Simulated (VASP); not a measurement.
# PbSe in VASP: notebook

The runs below take PbSe through relaxation of the atoms, single point, with PBEsol.

Program: VASP 6.6.1. These are calculated values, not measurements. Logs are shortened: lines on timing, memory, paths and dates and some standing lists are left out, and cuts for length are marked.

### Step 1. The cell of the first run

The cell holds a slab with vacuum, 10 atoms: a = 4.316 Å, b = 4.316 Å, c = 27.206 Å, α = 90.00°, β = 90.00°, γ = 90.00°.

### Step 2. Relaxation of the atoms, PBEsol

INCAR

```
SYSTEM = PbSe
PREC = Accurate
ENCUT = 520
EDIFF = 1E-6
ISMEAR = 0
SIGMA = 0.05
LREAL = .FALSE.
LASPH = .TRUE.
NELM = 60
ALGO = Normal
ISIF = 2
LWAVE = .FALSE.
LCHARG = .FALSE.
LDIPOL = .TRUE.
IDIPOL = 3
DIPOL = 0.5 0.5 0.500
GGA = PS
IBRION = 2
NSW = 80
EDIFFG = -0.02
KPAR = 4
```

KPOINTS

```
Automatic mesh
0
G
  8 8 1
  0 0 0
```

POSCAR

```
PbSe
1.0
    4.3155464023      0.0000000000      0.0000000000
    0.0000000000      4.3155464023      0.0000000000
    0.0000000000      0.0000000000     27.2062085023
Pb Se
5 5
Direct
    0.5000000000      0.5000000000      0.2756723709
    0.0000000000      0.0000000000      0.3878361854
    0.5000000000      0.5000000000      0.5000000000
    0.0000000000      0.0000000000      0.6121638146
    0.5000000000      0.5000000000      0.7243276291
    0.0000000000      0.0000000000      0.2756723709
    0.5000000000      0.5000000000      0.3878361854
    0.0000000000      0.0000000000      0.5000000000
    0.5000000000      0.5000000000      0.6121638146
    0.0000000000      0.0000000000      0.7243276291
```

Potentials or basis: VASP PAW PBE potentials, release 64 (Pb_d, Se).

The run is started by

```bash
$ cat potpaw_PBE.64/Pb_d/POTCAR potpaw_PBE.64/Se/POTCAR > POTCAR
$ mpirun -np 4 vasp_std > vasp.out
```

OUTCAR:

```text
SYSTEM = PbSe
   PREC = Accurate
   ENCUT = 520
   EDIFF = 1E-6
   ISMEAR = 0
   LREAL = .FALSE.
   LASPH = .TRUE.
   NELM = 60
   ISIF = 2
   GGA = PS
   IBRION = 2
   NSW = 80
   EDIFFG = -0.02

 ion  position               nearest neighbor table
   1  0.500  0.500  0.276-   7 3.05   6 3.05   6 3.05   6 3.05   6 3.05
   2  0.000  0.000  0.388-   6 3.05   7 3.05   7 3.05   7 3.05   7 3.05   8 3.05
   3  0.500  0.500  0.500-   8 3.05   8 3.05   8 3.05   8 3.05   9 3.05   7 3.05
   4  0.000  0.000  0.612-  10 3.05   9 3.05   9 3.05   9 3.05   9 3.05   8 3.05
   5  0.500  0.500  0.724-   9 3.05  10 3.05  10 3.05  10 3.05  10 3.05
   6  0.000  0.000  0.276-   2 3.05   1 3.05   1 3.05   1 3.05   1 3.05
   7  0.500  0.500  0.388-   1 3.05   2 3.05   2 3.05   2 3.05   2 3.05   3 3.05
   8  0.000  0.000  0.500-   3 3.05   3 3.05   3 3.05   3 3.05   4 3.05   2 3.05
   9  0.500  0.500  0.612-   5 3.05   4 3.05   4 3.05   4 3.05   4 3.05   3 3.05
  10  0.000  0.000  0.724-   4 3.05   5 3.05   5 3.05   5 3.05   5 3.05

  LATTYP: Found a simple tetragonal cell.
 ALAT       =     4.3155464023
 C/A-ratio  =     6.3042326431

  Lattice vectors:

 A1 = (   4.3155464023,   0.0000000000,   0.0000000000)
 A2 = (   0.0000000000,   4.3155464023,   0.0000000000)
 A3 = (   0.0000000000,   0.0000000000,  27.2062085023)

Analysis of symmetry for initial positions (statically):
=====================================================================
 Subroutine PRICEL returns:
 Original cell was already a primitive cell.

 Routine SETGRP: Setting up the symmetry group for a
 simple tetragonal supercell.

 Subroutine GETGRP returns: Found 16 space group operations
 (whereof 16 operations were pure point group operations)
 out of a pool of 16 trial point group operations.

The static configuration has the point symmetry D_4h.

Analysis of symmetry for dynamics (positions and initial velocities):
=====================================================================
 Subroutine PRICEL returns:
 Original cell was already a primitive cell.

 Routine SETGRP: Setting up the symmetry group for a
 simple tetragonal supercell.
[... 131 lines left out ...]
     AMIX_MAG =   1.60;   BMIX_MAG =  1.00
  volume/ion in A,a.u.               =      50.67       341.93
  Fermi-wavevector in a.u.,A,eV,Ry     =   0.953151  1.801194 12.360845  0.908497
  Thomas-Fermi vector in A             =   2.081779
   LORBIT       =      0    0 simple, 1 ext, 2 COOP (PROOUT), +10 PAW based schemes
   GGA     = PS    functional components
   LHFCALC =     F    Hartree Fock is set to
   AEXX    =    0.0000 exact exchange contribution
   IVDW    =     0    specifies the selected vdW correction
   LEPSILON=     F    determine dielectric tensor
   LRPA    =     F    only Hartree local field effects (RPA)
 conjugate gradient relaxation of ions
 non-spin polarized calculation
 Gauss-broadening in eV      SIGMA  =   0.05
  energy-cutoff  :      520.00
  volume of cell :      506.69
 maximum number of plane-waves:     13728
   NGX = 17   NGY = 17   NGZ =101

--------------------------------------- Ionic step        1  -------------------------------------------

 number of electron     100.0000017 magnetization

 Free energy of the ion-electron system (eV)
  ---------------------------------------------------
  ext. energy  EPLUGINS =         0.00000000
  ---------------------------------------------------
  free energy    TOTEN  =       -43.87509812 eV

  energy without entropy =      -43.87509812  energy(sigma->0) =      -43.87509812

------------------------ aborting loop because EDIFF is reached ----------------------------------------

  FORCE on cell =-STRESS in cart. coord.  units (eV):
  Direction    XX          YY          ZZ          XY          YZ          ZX
  --------------------------------------------------------------------------------------
  -------------------------------------------------------------------------------------
  Total       -1.3628396     -1.3628396     -3.2306980      0.0000000      0.0000000      0.0000000
  in kB       -4.3093894     -4.3093894    -10.2156814      0.0000000      0.0000000      0.0000000
  external PRESSURE =      -6.2781534 kB  Pullay stress =       0.0000000 kB
[... 289 lines left out ...]
  FREE ENERGIE OF THE ION-ELECTRON SYSTEM (eV)
  ---------------------------------------------------
  free  energy   TOTEN  =       -43.9775912243 eV

  energy  without entropy=      -43.9775912243  energy(sigma->0) =      -43.97759122

 dipolmoment           0.000000      0.000000      0.000000 electrons x Angstroem

--------------------------------------- Ionic step        8  -------------------------------------------

 number of electron     100.0000036 magnetization

------------------------ aborting loop because EDIFF is reached ----------------------------------------
[... 39 lines left out ...]
--------------------------------------- Ionic step        9  -------------------------------------------

 number of electron     100.0000032 magnetization

 dipolmoment           0.000000      0.000000     -0.000000 electrons x Angstroem

 Free energy of the ion-electron system (eV)
  ---------------------------------------------------
  ext. energy  EPLUGINS =         0.00000000
  ---------------------------------------------------
  free energy    TOTEN  =       -43.97938401 eV

  energy without entropy =      -43.97938401  energy(sigma->0) =      -43.97938401

 E-fermi :   0.9627     XC(G=0):  -5.8502

 val. band max:        0.7305410320   @ k =   0.5000   0.0000   0.0000
 cond. band min:       1.3371101729   @ k =   0.5000   0.0000   0.0000
 fundamental gap:      0.6065691408
 Fermi energy:         0.9627117412

 k-point     1 :       0.0000    0.0000    0.0000
  band No.  band energies     occupation
      1     -16.0284      2.00000
      2     -16.0044      2.00000
      3     -15.9885      2.00000
      4     -15.9226      2.00000
      5     -15.9197      2.00000
      6     -15.9197      2.00000
[... 934 lines left out ...]
     59       5.5536      0.00000
     60       5.8891      0.00000

------------------------ aborting loop because EDIFF is reached ----------------------------------------

 vacuum level on the upper side and lower side of the slab       (xc-potential included)        -0.005        -0.005

  FORCE on cell =-STRESS in cart. coord.  units (eV):
  Direction    XX          YY          ZZ          XY          YZ          ZX
  --------------------------------------------------------------------------------------
  -------------------------------------------------------------------------------------
  Total       -0.6647142     -0.6647142     -0.4616097      0.0000000      0.0000000      0.0000000
  in kB       -2.1018705     -2.1018705     -1.4596404      0.0000000      0.0000000      0.0000000
  external PRESSURE =      -1.8877938 kB  Pullay stress =       0.0000000 kB
[... 25 lines left out ...]
  FREE ENERGIE OF THE ION-ELECTRON SYSTEM (eV)
  ---------------------------------------------------
  free  energy   TOTEN  =       -43.9793840068 eV

  energy  without entropy=      -43.9793840068  energy(sigma->0) =      -43.97938401

 reached required accuracy - stopping structural energy minimisation

 vacuum level on the upper side and lower side of the slab         5.208         5.208
```

CONTCAR:

```text
PbSe
   1.00000000000000
     4.3155464022999999    0.0000000000000000    0.0000000000000000
     0.0000000000000000    4.3155464022999999    0.0000000000000000
     0.0000000000000000    0.0000000000000000   27.2062085023000009
  Pb              Se
     5     5
Direct
     0.5000000000000000    0.5000000000000000    0.2801482551247165
     0.0000000000000000    0.0000000000000000    0.3849404439396946
     0.5000000000000000    0.5000000000000000    0.5000000000000000
     0.0000000000000000    1.0000000000000000    0.6150595560603055
     0.5000000000000000    0.5000000000000000    0.7198517448752835
     0.0000000000000000    0.0000000000000000    0.2772409375771262
     0.5000000000000000    0.5000000000000000    0.3862841556587203
     0.0000000000000000    0.0000000000000000    0.5000000000000000
     0.5000000000000000    0.5000000000000000    0.6137158443412799
     0.0000000000000000    0.0000000000000000    0.7227590624228739

  0.00000000E+00  0.00000000E+00  0.00000000E+00
  0.00000000E+00  0.00000000E+00  0.00000000E+00
  0.00000000E+00  0.00000000E+00  0.00000000E+00
  0.00000000E+00  0.00000000E+00  0.00000000E+00
  0.00000000E+00  0.00000000E+00  0.00000000E+00
  0.00000000E+00  0.00000000E+00  0.00000000E+00
  0.00000000E+00  0.00000000E+00  0.00000000E+00
  0.00000000E+00  0.00000000E+00  0.00000000E+00
  0.00000000E+00  0.00000000E+00  0.00000000E+00
  0.00000000E+00  0.00000000E+00  0.00000000E+00
```

Run time: 18 min. Hardware: 4 MPI ranks of Intel Xeon Platinum 8488C (Sapphire Rapids), shared host; peak memory 0.76 GiB.

What came out:

| Item | Value |
| --- | --- |
| Free energy | -43.9794 eV |
| Energy gained by relaxing | 10.4 meV/atom |
| Ionic steps | 9 |
| Largest force after relaxing | 0.019 eV/Å |
| Band gap on the k mesh | 0.61 eV |

Forces on the atoms (eV/Å):
```
Pb   0.000  0.000  0.001
Pb   0.000  0.000  0.019
Pb   0.000  0.000  0.000
Pb   0.000  0.000 -0.019
Pb   0.000  0.000 -0.001
Se   0.000  0.000  0.017
Se   0.000  0.000  0.006
Se   0.000  0.000  0.000
Se   0.000  0.000 -0.006
Se   0.000  0.000 -0.017
```

Step by step:
| step | energy change (eV) | largest force (eV/Å) | pressure (GPa) |
| --- | --- | --- | --- |
| 1 | 0.0000 | 0.4080 | -0.63 |
| 2 | -0.0349 | 0.3504 | -0.57 |
| 3 | -0.0970 | 0.1039 | -0.34 |
| 4 | -0.1002 | 0.1165 | -0.23 |
| 5 | -0.1005 | 0.0910 | -0.26 |
| 6 | -0.1021 | 0.0512 | -0.24 |
| 7 | -0.1025 | 0.0480 | -0.23 |
| 8 | -0.1032 | 0.0371 | -0.22 |
| 9 | -0.1043 | 0.0187 | -0.19 |

Final structure:
```yaml
crystal:
  lattice:
    - [4.31555, 0.00000, 0.00000]
    - [0.00000, 4.31555, 0.00000]
    - [0.00000, 0.00000, 27.20621]
  atoms:
    - { symbol: Pb, position: [0.50000, 0.50000, 0.28015] }
    - { symbol: Pb, position: [0.00000, 0.00000, 0.38494] }
    - { symbol: Pb, position: [0.50000, 0.50000, 0.50000] }
    - { symbol: Pb, position: [0.00000, 0.00000, 0.61506] }
    - { symbol: Pb, position: [0.50000, 0.50000, 0.71985] }
    - { symbol: Se, position: [0.00000, 0.00000, 0.27724] }
    - { symbol: Se, position: [0.50000, 0.50000, 0.38628] }
    - { symbol: Se, position: [0.00000, 0.00000, 0.50000] }
    - { symbol: Se, position: [0.50000, 0.50000, 0.61372] }
    - { symbol: Se, position: [0.00000, 0.00000, 0.72276] }
```

Levels at points of the mesh, in eV from the valence-band top:
```tsv
k point	band 48	band 49	band 50	band 51	band 52	band 53
(0.00, 0.00, 0.00)	-1.58	-1.36	-0.79	1.96	2.51	3.22
(0.50, 0.00, 0.00)	-0.22	-0.07	0.00	0.61	0.72	1.18
(0.50, 0.50, 0.00)	-1.75	-1.59	-0.58	1.92	3.23	3.31
```

Caveat: the PAW data sets were made with another functional, which shifts forces and pressure a little; spin-orbit coupling is left out, which moves the levels of the heavy elements.

### Step 3. Single point, PBEsol

INCAR

```
PREC = Accurate ; ENCUT = 520
EDIFF = 1E-6 ; ISMEAR = 0
SIGMA = 0.05 ; LREAL = False
LASPH = True ; NELM = 100
ALGO = Normal ; ISIF = 2
LWAVE = False ; LCHARG = False
LDIPOL = True ; IDIPOL = 3
DIPOL = 0.5 0.5 0.500 ; GGA = PS
NBANDS = 61
```

KPOINTS

```
regular mesh
0
Gamma
  8 8 1
```

POSCAR is that of step 2.

Potentials or basis: VASP PAW PBE potentials, release 64 (Pb_d, Se).

The run is started by

```bash
$ cat potpaw_PBE.64/Pb_d/POTCAR potpaw_PBE.64/Se/POTCAR > POTCAR
$ mpirun -np 1 vasp_std > vasp.out
```

Wall time 16 min (1 thread of AMD EPYC 7R43 (Zen 3), shared host); peak memory 0.65 GiB.

It converged, with:

```yaml
Free_energy: -43.8751 eV
Largest_force: 0.408 eV/Å
Band_gap_on_the_k_mesh: 0.61 eV
```

Forces on the atoms (eV/Å):
```
Pb   0.000  0.000  0.408
Pb   0.000  0.000 -0.320
Pb   0.000  0.000  0.000
Pb   0.000  0.000  0.320
Pb   0.000  0.000 -0.408
Se   0.000  0.000  0.165
Se   0.000  0.000 -0.312
Se   0.000  0.000  0.000
Se   0.000  0.000  0.312
Se   0.000  0.000 -0.165
```

Levels at points of the mesh, in eV from the valence-band top:
```tsv
k point	band 47	band 48	band 49	band 50	band 51	band 52	band 53	band 54
(0.00, 0.00, 0.00)	-1.76	-1.66	-1.35	-0.74	1.82	2.41	3.17	3.84
(0.50, 0.00, 0.00)	-0.47	-0.16	-0.04	0.00	0.61	0.70	1.15	1.30
(0.50, 0.50, 0.00)	-2.62	-1.58	-1.47	-0.62	1.82	2.85	3.10	3.98
```

Caveat: the PAW data sets were made with another functional, which shifts forces and pressure a little; spin-orbit coupling is left out, which moves the levels of the heavy elements.
